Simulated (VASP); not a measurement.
# Si3N4 (P6_3/m) in VASP: further runs

Si3N4 is run at these levels: PBE; tasks: relaxation of the atoms.

Program: VASP 6.6.1. These are calculated values, not measurements. Logs are shortened: lines on timing, memory, paths and dates and some standing lists are left out, and cuts for length are marked.

## Step 1: The cell of the first run

The structure is hexagonal, space group P6_3/m (No. 176). Conventional cell: a = 7.566 Å, b = 7.566 Å, c = 2.894 Å, α = 90.00°, β = 90.00°, γ = 120.00°. Si (site symmetry m) has 4 N at 1.72 to 1.73 Å within 2.3 Å. N (site symmetry -6) has 3 Si at 1.72 Å within 2.3 Å. N (site symmetry m) has 3 Si at 1.73 Å within 2.3 Å.

## Step 2: Relaxation of the atoms, PBE (10.25 Å³/atom)

Input file INCAR:

```
SYSTEM = Si3N4
PREC = Accurate
ENCUT = 520
EDIFF = 1E-6
ISMEAR = -1
SIGMA = 0.02
LREAL = .False.
LASPH = .True.
NELM = 60
ALGO = Normal
ISIF = 2
LWAVE = .False.
LCHARG = .False.
GGA = PE
IBRION = 2
NSW = 80
EDIFFG = -0.02
```

Input file KPOINTS:

```
Automatic mesh
0
Gamma
  4 4 9
  0 0 0
```

Input file POSCAR:

```
Si3N4
1.0
    7.5658776543      0.0000000000      0.0000000000
   -3.7829388271      6.5522422505      0.0000000000
    0.0000000000      0.0000000000      2.8938463907
Si N
6 8
Direct
    0.1740483666      0.7679428916      0.2500000000
    0.4061054750      0.1740483666      0.7500000000
    0.2320571084      0.4061054750      0.2500000000
    0.8259516334      0.2320571084      0.7500000000
    0.5938945250      0.8259516334      0.2500000000
    0.7679428916      0.5938945250      0.7500000000
    0.3333333333      0.6666666667      0.2500000000
    0.6666666667      0.3333333333      0.7500000000
    0.3297879503      0.0300001295      0.2500000000
    0.2997878208      0.3297879503      0.7500000000
    0.9699998705      0.2997878208      0.2500000000
    0.6702120497      0.9699998705      0.7500000000
    0.7002121792      0.6702120497      0.2500000000
    0.0300001295      0.7002121792      0.7500000000
```

Potentials or basis: VASP PAW PBE potentials, release 64 (Si, N).

Run with:

```sh
> cat potpaw_PBE.64/Si/POTCAR potpaw_PBE.64/N/POTCAR > POTCAR
> mpirun -np 1 vasp_std > vasp.out
```

OUTCAR:

```text
SYSTEM = Si3N4
   PREC = Accurate
   ENCUT = 520
   EDIFF = 1E-6
   ISMEAR = -1
   LREAL = .False.
   LASPH = .True.
   NELM = 60
   ISIF = 2
   GGA = PE
   IBRION = 2
   NSW = 80
   EDIFFG = -0.02

 ion  position               nearest neighbor table
   1  0.174  0.768  0.250-   7 1.72   9 1.73  14 1.73  14 1.73   3 2.98   5 2.98   2 3.04   2 3.04
                             6 3.04   6 3.04
   2  0.406  0.174  0.750-   8 1.72  10 1.73   9 1.73   9 1.73   6 2.98   4 2.98   1 3.04   1 3.04
                             3 3.04   3 3.04
   3  0.232  0.406  0.250-   7 1.72  11 1.73  10 1.73  10 1.73   1 2.98   5 2.98   2 3.04   2 3.04
                             4 3.04   4 3.04
   4  0.826  0.232  0.750-   8 1.72  12 1.73  11 1.73  11 1.73   6 2.98   2 2.98   5 3.04   5 3.04
                             3 3.04   3 3.04
   5  0.594  0.826  0.250-   7 1.72  13 1.73  12 1.73  12 1.73   3 2.98   1 2.98   4 3.04   4 3.04
                             6 3.04   6 3.04
   6  0.768  0.594  0.750-   8 1.72  14 1.73  13 1.73  13 1.73   4 2.98   2 2.98   5 3.04   5 3.04
                             1 3.04   1 3.04
   7  0.333  0.667  0.250-   1 1.72   5 1.72   3 1.72
   8  0.667  0.333  0.750-   4 1.72   2 1.72   6 1.72
   9  0.330  0.030  0.250-   1 1.73   2 1.73   2 1.73
  10  0.300  0.330  0.750-   2 1.73   3 1.73   3 1.73
  11  0.970  0.300  0.250-   3 1.73   4 1.73   4 1.73
  12  0.670  0.970  0.750-   4 1.73   5 1.73   5 1.73
  13  0.700  0.670  0.250-   5 1.73   6 1.73   6 1.73
  14  0.030  0.700  0.750-   6 1.73   1 1.73   1 1.73

  LATTYP: Found a hexagonal cell.
 ALAT       =     7.5658776543
 C/A-ratio  =     0.3824865433

  Lattice vectors:

 A1 = (   7.5658776543,   0.0000000000,   0.0000000000)
 A2 = (  -3.7829388271,   6.5522422505,   0.0000000000)
 A3 = (   0.0000000000,   0.0000000000,   2.8938463907)

Analysis of symmetry for initial positions (statically):
=====================================================================
 Subroutine PRICEL returns:
 Original cell was already a primitive cell.

 Routine SETGRP: Setting up the symmetry group for a
 hexagonal supercell.

 Subroutine GETGRP returns: Found 12 space group operations
 (whereof  6 operations were pure point group operations)
 out of a pool of 24 trial point group operations.

The static configuration has the point symmetry S_6 .
 The point group associated with its full space group is C_6h.

Analysis of symmetry for dynamics (positions and initial velocities):
=====================================================================
 Subroutine PRICEL returns:
 Original cell was already a primitive cell.

 Routine SETGRP: Setting up the symmetry group for a
 hexagonal supercell.

 Subroutine GETGRP returns: Found 12 space group operations
 (whereof  6 operations were pure point group operations)
 out of a pool of 24 trial point group operations.

The dynamic configuration has the point symmetry S_6 .
 The point group associated with its full space group is C_6h.

 Subroutine INISYM returns: Found 12 space group operations
 (whereof  6 operations are pure point group operations),
 and found     1 'primitive' translations

----------------------------------------------------------------------------------------

                                     Primitive cell

  volume of cell :     143.4580

  direct lattice vectors                    reciprocal lattice vectors
     7.565877654  0.000000000  0.000000000     0.132172373  0.076309755  0.000000000
    -3.782938827  6.552242250  0.000000000     0.000000000  0.152619510  0.000000000
     0.000000000  0.000000000  2.893846391     0.000000000  0.000000000  0.345560844

  length of vectors
     7.565877654  7.565877654  2.893846391     0.152619510  0.152619510  0.345560844

  position of ions in fractional coordinates (direct lattice)
     0.174048367  0.767942892  0.250000000
     0.406105475  0.174048367  0.750000000
     0.232057108  0.406105475  0.250000000
     0.825951633  0.232057108  0.750000000
     0.593894525  0.825951633  0.250000000
     0.767942892  0.593894525  0.750000000
     0.333333333  0.666666667  0.250000000
     0.666666667  0.333333333  0.750000000
     0.329787950  0.030000130  0.250000000
     0.299787821  0.329787950  0.750000000
     0.969999870  0.299787821  0.250000000
     0.670212050  0.969999870  0.750000000
     0.700212179  0.670212050  0.250000000
     0.030000130  0.700212179  0.750000000

  ion indices of the primitive-cell ions
   primitive index   ion index
                 1           1
                 2           2
                 3           3
                 4           4
                 5           5
                 6           6
                 7           7
                 8           8
                 9           9
                10          10
                11          11
                12          12
                13          13
                14          14

----------------------------------------------------------------------------------------

 KPOINTS: Automatic mesh

Automatic generation of k-mesh.
 Grid dimensions read from file:
 generate k-points for:    4    4    9

 Generating k-lattice:

  Cartesian coordinates                     Fractional coordinates (reciprocal lattice)
     0.033043093  0.019077439  0.000000000     0.250000000  0.000000000  0.000000000
     0.000000000  0.038154877  0.000000000     0.000000000  0.250000000  0.000000000
     0.000000000  0.000000000  0.038395649     0.000000000  0.000000000  0.111111111

  Length of vectors
     0.038154877  0.038154877  0.038395649

  Shift w.r.t. Gamma in fractional coordinates (k-lattice)
     0.000000000  0.000000000  0.000000000

 Subroutine IBZKPT returns following result:
 ===========================================

 Found     20 irreducible k-points:

 Following reciprocal coordinates:
            Coordinates               Weight
  0.000000  0.000000  0.000000      1.000000
  0.250000  0.000000  0.000000      6.000000
  0.500000  0.000000  0.000000      3.000000
  0.250000  0.250000  0.000000      6.000000
  0.000000  0.000000  0.111111      2.000000
  0.250000  0.000000  0.111111     12.000000
[... 12 lines left out ...]
  0.500000  0.000000  0.444444      6.000000
  0.250000  0.250000  0.444444     12.000000
   k-points           NKPTS =     20   k-points in BZ     NKDIM =     20   number of bands    NBANDS=     40
   number of dos      NEDOS =    301   number of ions     NIONS =     14
   total plane-waves  NPLWV =  75264
   dimension x,y,z NGX =    56 NGY =   56 NGZ =   24
   dimension x,y,z NGXF=   112 NGYF=  112 NGZF=   48
   ions per type =               6   8
   NGX,Y,Z   is equivalent  to a cutoff of  12.30, 12.30, 13.79 a.u.
   NGXF,Y,Z  is equivalent  to a cutoff of  24.61, 24.61, 27.58 a.u.
 SYSTEM =  Si3N4
   PREC   = accura    normal or accurate (medium, high low for compatibility)
   ISTART =      0    job   : 0-new  1-cont  2-samecut
   ICHARG =      2    charge: 1-file 2-atom 10-const
   ISPIN  =      1    spin polarized calculation?
   LNONCOLLINEAR =      F non collinear calculations
   LSORBIT =      F    spin-orbit coupling
   LASPH  =      T    aspherical Exc in radial PAW
   ENCUT  =  520.0 eV  38.22 Ry    6.18 a.u.  14.07 14.07  5.38*2*pi/ulx,y,z
   NELM   =     60;   NELMIN=  2; NELMDL= -5     # of ELM steps
   EDIFF  = 0.1E-05   stopping-criterion for ELM
   LREAL  =      F    real-space projection
   EDIFFG = -.2E-01   stopping-criterion for IOM
   NSW    =     80    number of steps for IOM
   IBRION =      2    ionic relax: 0-MD 1-quasi-New 2-CG
   NFREE  =      1    steps in history (QN), initial steepest desc. (CG)
   ISIF   =      2    stress and relaxation
   ISYM   =      2    0-nonsym 1-usesym 2-fastsym
   POTIM  = 0.5000    time-step for ionic-motion
   TEBEG  =    0.0;   TEEND  =   0.0 temperature during run
   PSTRESS=    0.0 pullay stress
   NELECT =      64.0000    total number of electrons
   NUPDOWN=      -1.0000    fix difference up-down
   EMIN   =  10.00;   EMAX   =-10.00  energy-range for DOS
   EFERMI =   0.00;   METHOD = LEGACY
   ISMEAR =    -1;   SIGMA  =   0.02  broadening in eV -4-tet -1-fermi 0-gaus
   EFERMI_NEDOS =   21; number of points for ismear=-14 and -15
   IALGO  =     38    algorithm
   IMIX   =      4    mixing-type and parameters
     AMIX     =   0.40;   BMIX     =  1.00
     AMIX_MAG =   1.60;   BMIX_MAG =  1.00
  volume/ion in A,a.u.               =      10.25        69.15
  Fermi-wavevector in a.u.,A,eV,Ry     =   1.250911  2.363880 21.290118  1.564780
  Thomas-Fermi vector in A             =   2.384884
   LORBIT       =      0    0 simple, 1 ext, 2 COOP (PROOUT), +10 PAW based schemes
   GGA     = PE    functional components
   LHFCALC =     F    Hartree Fock is set to
   AEXX    =    0.0000 exact exchange contribution
   IVDW    =     0    specifies the selected vdW correction
   LEPSILON=     F    determine dielectric tensor
   LRPA    =     F    only Hartree local field effects (RPA)
 conjugate gradient relaxation of ions
 non-spin polarized calculation
  energy-cutoff  :      520.00
  volume of cell :      143.46
 maximum number of plane-waves:      3898
   NGX = 29   NGY = 29   NGZ = 11

--------------------------------------- Ionic step        1  -------------------------------------------

 number of electron      63.9999991 magnetization

 Free energy of the ion-electron system (eV)
  ---------------------------------------------------
  ext. energy  EPLUGINS =         0.00000000
  ---------------------------------------------------
  free energy    TOTEN  =      -114.39773062 eV

  energy without entropy =     -114.39773062  energy(sigma->0) =     -114.39773062

------------------------ aborting loop because EDIFF is reached ----------------------------------------

  FORCE on cell =-STRESS in cart. coord.  units (eV):
  Direction    XX          YY          ZZ          XY          YZ          ZX
  --------------------------------------------------------------------------------------
  -------------------------------------------------------------------------------------
  Total        8.1811765      8.1811765      8.1109031      0.0000000     -0.0000000      0.0000000
  in kB       91.3695757     91.3695757     90.5847436      0.0000005     -0.0000000      0.0000000
  external PRESSURE =      91.1079650 kB  Pullay stress =       0.0000000 kB
[... 225 lines left out ...]
  energy  without entropy=     -114.3988533956  energy(sigma->0) =     -114.39885340

--------------------------------------- Ionic step        6  -------------------------------------------

 number of electron      63.9999993 magnetization

 Free energy of the ion-electron system (eV)
  ---------------------------------------------------
  ext. energy  EPLUGINS =         0.00000000
  ---------------------------------------------------
  free energy    TOTEN  =      -114.39911240 eV

  energy without entropy =     -114.39911240  energy(sigma->0) =     -114.39911240

 E-fermi :   7.3767     XC(G=0): -10.8744

 val. band max:        6.9021210596   @ k =   0.0000   0.0000   0.1111
 cond. band min:      11.2931375721   @ k =   0.0000   0.0000   0.0000
 fundamental gap:      4.3910165125
 Fermi energy:         7.3767153700

 k-point     1 :       0.0000    0.0000    0.0000
  band No.  band energies     occupation
      1     -11.4073      2.00000
      2      -9.9137      2.00000
      3      -9.9137      2.00000
      4      -9.2615      2.00000
      5      -9.1434      2.00000
      6      -9.1434      2.00000
[... 890 lines left out ...]
  FREE ENERGIE OF THE ION-ELECTRON SYSTEM (eV)
  ---------------------------------------------------
  free  energy   TOTEN  =      -114.3991124021 eV

  energy  without entropy=     -114.3991124021  energy(sigma->0) =     -114.39911240

 reached required accuracy - stopping structural energy minimisation
```

It took 6.5 min on 1 thread of Oxide Virtual Turin-like, shared host; peak memory 0.27 GiB.

Results:

```
Free energy                  : -114.3991 eV
Energy gained by relaxing    : 0.1 meV/atom
Ionic steps                  : 6
Pressure after relaxing      : 8.9 GPa
Largest force after relaxing : 0.005 eV/Å
Band gap on the k mesh       : 4.39 eV (least direct gap 4.57 eV)
```

Forces in eV/Å, atoms in the order of the input:
```
Si   0.003  0.004  0.000
Si  -0.002  0.004  0.000
Si  -0.005  0.000  0.000
Si  -0.003 -0.004  0.000
Si   0.002 -0.004  0.000
Si   0.005  0.000  0.000
N    0.000  0.000  0.000
N    0.000  0.000  0.000
N    0.002 -0.005  0.000
N    0.005 -0.001  0.000
N    0.003  0.004  0.000
N   -0.002  0.005  0.000
N   -0.005  0.001  0.000
N   -0.003 -0.004  0.000
```

Stress tensor (GPa, compression positive):
```
8.99 0.00 0.00
0.00 8.99 0.00
0.00 0.00 8.87
```

The path:
```tsv
step	energy change (eV)	largest force (eV/Å)	pressure (GPa)
1	0.0000	0.0313	9.11
2	-0.0004	0.0347	9.08
3	-0.0006	0.0679	9.04
4	-0.0008	0.0606	9.03
5	-0.0011	0.0393	9.00
6	-0.0014	0.0048	8.95
```

Final structure:
```
Si N
1.0
     7.56588    0.00000    0.00000
    -3.78294    6.55224    0.00000
     0.00000    0.00000    2.89385
Si N
6 8
Direct
  0.17289 0.76670 0.25000
  0.40619 0.17289 0.75000
  0.23330 0.40619 0.25000
  0.82711 0.23330 0.75000
  0.59381 0.82711 0.25000
  0.76670 0.59381 0.75000
  0.33333 0.66667 0.25000
  0.66667 0.33333 0.75000
  0.32946 0.02883 0.25000
  0.30063 0.32946 0.75000
  0.97117 0.30063 0.25000
  0.67054 0.97117 0.75000
  0.69937 0.67054 0.25000
  0.02883 0.69937 0.75000
```

Caveat: an odd mesh through Γ misses points on the zone boundary, where band edges can lie.

(Part 1 of 3 ends here.)
